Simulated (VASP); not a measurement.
Rh:

```
CELL_PARAMETERS angstrom
3.49578 0.00000 0.00000
-1.74789 3.02744 0.00000
0.00000 0.00000 3.97279
ATOMIC_POSITIONS crystal
Rh 0.21700 0.00000 0.16667
Rh 0.00000 0.21700 0.83333
Rh 0.78300 0.78300 0.50000
```

| Property | Result |
| --- | --- |
| Program | VASP 6.6.1 |
| Task | relaxation of cell and atoms |
| Functional | PBE |
| Potentials or basis | VASP PAW PBE potentials, release 64 (Rh_pv) |
| Cutoff | 600 eV |
| k mesh | 6 × 6 × 4 |
| Occupations | gaussian, width 0.1 eV |
| Spin | no spin polarisation |

At the start: pressure 163.2 GPa; volume 14.02 Å³/atom.

**Question.** How do energy, volume and symmetry change on relaxing?

**Answer.** Over 13 steps the energy falls by 3982.8 meV/atom and the volume is 16.29 Å³/atom (+16.2 %); space group R-3m (No. 166, to 0.05 Å).

Step by step:
```csv
step,energy change (eV),largest force (eV/Å),pressure (GPa),volume (Å³)
1,0.0000,25.6868,163.23,42.05
2,12.4218,0.2352,-46.25,193.95
3,-6.9048,0.4373,-22.17,89.52
4,-7.7887,0.5189,-23.70,83.04
5,-10.9595,0.2163,-21.46,60.40
6,-11.9117,0.0277,-6.07,50.71
7,-11.9150,0.4559,3.71,48.03
8,-11.9397,0.1952,-1.70,49.38
9,-11.9399,0.2202,-1.14,49.22
10,-11.9439,0.1465,1.41,48.52
11,-11.9441,0.1621,0.93,48.65
12,-11.9480,0.0500,0.26,48.79
13,-11.9485,0.0002,0.03,48.86
```

Final structure:
```
Rh
1.0
     3.62079    0.00000    0.00000
    -1.81039    3.13569    0.00000
     0.00000    0.00000    4.30343
Rh
3
Direct
  0.33332 0.00000 0.16667
  0.00000 0.33332 0.83333
  0.66668 0.66668 0.50000
```

Caveat: the k points lie up to 0.37 Å⁻¹ apart in the final cell; the volume moved by over 15 % at a fixed basis, so the end points are rough.
